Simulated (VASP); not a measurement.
Runs of VASP 6.6.1 on BeS. The structure is that of space group I-4m2 (No. 119), or close to it. The cells are those of the table. 

```tsv
cell	gap on the mesh (eV)	pressure (GPa)
a = 3.354, b = 3.485 Å, angles 58.7, 62.6, 58.7°, 2 atoms	(a)	2.5
a = 3.475, b = 3.558 Å, angles 59.2, 61.6, 59.2°, 2 atoms	2.70	-5.8
a = 3.460, b = 3.596 Å, angles 58.7, 62.6, 58.7°, 2 atoms	(c)	-5.9
a = 3.554, b = 3.409 Å, angles 61.3, 57.3, 61.3°, 2 atoms	2.73	-5.8
a = 3.441, b = 3.550 Å, angles 59.0, 62.1, 59.0°, 2 atoms	2.53	-4.1
a = 3.333, b = 3.438 Å, angles 59.0, 62.1, 59.0°, 2 atoms	2.25	(b)
a = 3.361, b = 3.467 Å, angles 59.0, 62.1, 59.0°, 2 atoms	2.33	2.6
a = 3.434, b = 3.569 Å, angles 58.7, 62.6, 58.7°, 2 atoms	2.43	-4.1
```

Alike in all rows: task single point; level PBEsol; potentials or basis VASP PAW PBE potentials, release 64 (Be, S); no spin polarisation; k mesh 10 × 10 × 10; cutoff (eV) 520; smearing gaussian 0.05 eV.

Task: Fill in the values left out.

Result: (a) 2.22; (b) 5.3; (c) 2.49.

Caveats: the PAW data sets were made with another functional, which shifts forces and pressure a little; the cell stands under tension (at least some runs); the cell stands under pressure (at least some runs).

A k mesh can miss the band edges.
